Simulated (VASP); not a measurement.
GaN:

```xyz
2
Lattice="0.0000 2.5511 2.5511 2.5511 0.0000 2.5511 2.5511 2.5511 0.0000" Properties=species:S:1:pos:R:3 pbc="T T T"
Ga    0.0000    0.0000    0.0000
N     3.8266    3.8266    3.8266
```

| Property | Result |
| --- | --- |
| Program | VASP 6.6.1 |
| Task | relaxation of cell and atoms |
| Functional | PBE |
| Potentials or basis | VASP PAW PBE potentials, release 64 (Ga_d, N) |
| Cutoff | 600 eV |
| k mesh | 6 × 6 × 6 |
| Occupations | gaussian, width 0.1 eV |
| Spin | no spin polarisation |

At the start: pressure -26.5 GPa; volume 16.60 Å³/atom.

Q: How do energy, volume and symmetry change on relaxing?

A: Over 3 steps the energy falls by 559.1 meV/atom and the volume is 11.76 Å³/atom (-29.2 %); space group F-43m (No. 216, to 0.05 Å).

Step by step:
| step | energy change (eV) | largest force (eV/Å) | pressure (GPa) | volume (Å³) |
| --- | --- | --- | --- | --- |
| 1 | 0.0000 | 0.0000 | -26.53 | 33.20 |
| 2 | -1.0273 | 0.0000 | 16.78 | 21.67 |
| 3 | -1.1181 | 0.0000 | 0.35 | 23.52 |

Final structure:
```xyz
2
Lattice="0.0000 2.2741 2.2741 2.2741 0.0000 2.2741 2.2741 2.2741 0.0000" Properties=species:S:1:pos:R:3 pbc="T T T"
Ga    0.0000    0.0000    0.0000
N     3.4111    3.4111    3.4111
```

Caveat: the volume moved by over 15 % at a fixed basis, so the end points are rough.
